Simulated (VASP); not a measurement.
Write the native input for VASP 6.6.1 that does the following.

```yaml
Task: single point
Functional: PBE
Potentials_or_basis: VASP PAW PBE potentials, release 64 (C)
Cutoff: 600 eV
k_mesh: 12 × 12 × 3
Occupations: fermi-dirac, width 0.05 eV
Spin: no spin polarisation
Dipole_correction: no
Further_INCAR_settings: ALGO = Normal; EDIFF = 1e-06; NBANDS = 11
```

The structure of C lies in POSCAR:

```
C
1.0
    2.5043425914      0.0000000000      0.0000000000
   -1.2521712957      2.1688243040      0.0000000000
    0.0000000000      0.0000000000      8.6909792017
C
2
Direct
    0.6666666667      0.3333333333      0.0000000000
    0.3333333333      0.6666666667      0.0000000000
```

The input as run:

INCAR

```
SYSTEM = C
ALGO = Normal
EDIFF = 1E-6
ENCUT = 600
GGA = PE
GGA_COMPAT = .FALSE.
ISIF = 2
ISMEAR = -1
LASPH = .TRUE.
LCHARG = .FALSE.
LREAL = .FALSE.
LWAVE = .FALSE.
NBANDS = 11
NELM = 120
PREC = Accurate
SIGMA = 0.05
```

KPOINTS

```
k-points
0
G
  12 12 3
  0 0 0
```

Potentials or basis: VASP PAW PBE potentials, release 64 (C).

Run with:

```console
$ cat potpaw_PBE.64/C/POTCAR > POTCAR
$ mpirun -np 1 vasp_std > vasp.out
```

Results of the run:

```
Band gap on the k mesh : zero (filled and empty bands touch)
```

Wall time 18 s on 1 thread of Intel(R) Xeon(R) Platinum 8488C (Sapphire Rapids) (shared host), peak memory 0.16 GiB.
